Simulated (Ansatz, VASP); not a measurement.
## One calculation of CuNi4P2Pd9, two programs

```
CELL_PARAMETERS angstrom
6.10005 0.10123 0.06046
0.10123 6.39788 0.17737
0.06046 0.17737 5.97028
ATOMIC_POSITIONS crystal
Pd 0.57903 0.10829 0.51629
Pd 0.62808 0.54450 0.18158
Pd 0.28218 0.27491 0.33081
Pd 0.66182 0.85460 0.88130
Pd 0.37909 0.85943 0.20919
Pd 0.36458 0.30119 0.89602
Pd 0.59762 0.54768 0.59405
Pd 0.93189 0.46315 0.85993
Pd 0.08810 0.02765 0.68999
Ni 0.68519 0.19033 0.11491
Ni 0.03950 0.03556 0.05409
Ni 0.12152 0.67714 0.57219
Ni 0.92113 0.36120 0.48086
P 0.41902 0.82859 0.62392
P 0.11266 0.62706 0.19440
Cu 0.82812 0.81998 0.34994
```

Alike in both runs: task single point; functional PBE; k mesh 4 × 4 × 4; occupations fermi-dirac, width 0.2068 eV; no spin polarisation.

|  | VASP | Ansatz |
| --- | --- | --- |
| version | VASP 6.6.1 | Ansatz 0.2.0 |
| potentials or method | VASP PAW PBE potentials, release 64 (Pd, Ni, P, Cu), cutoff 520 eV | scalar-relativistic, plane waves, PAW |
| valence electrons in the cell | 151 | 263 |

Ansatz gave:

```
gap on the k mesh at the Fermi level (eV) : none
rms of the force components (eV/Å)        : 1.344
```

Q: Which values does VASP return?

A: gap on the k mesh at the Fermi level (eV): none; rms of the force components (eV/Å): 1.332.

Atom by atom the forces differ by 0.030 eV/Å (rms over components). A gap of «none» marks a metal or a gap that the smearing closes. The functional is the same, so the differences come from potentials, cutoffs and numerics. VASP's potentials hold 151 valence electrons a cell and Ansatz's 263, so a difference there can come from the potentials and not from the codes.
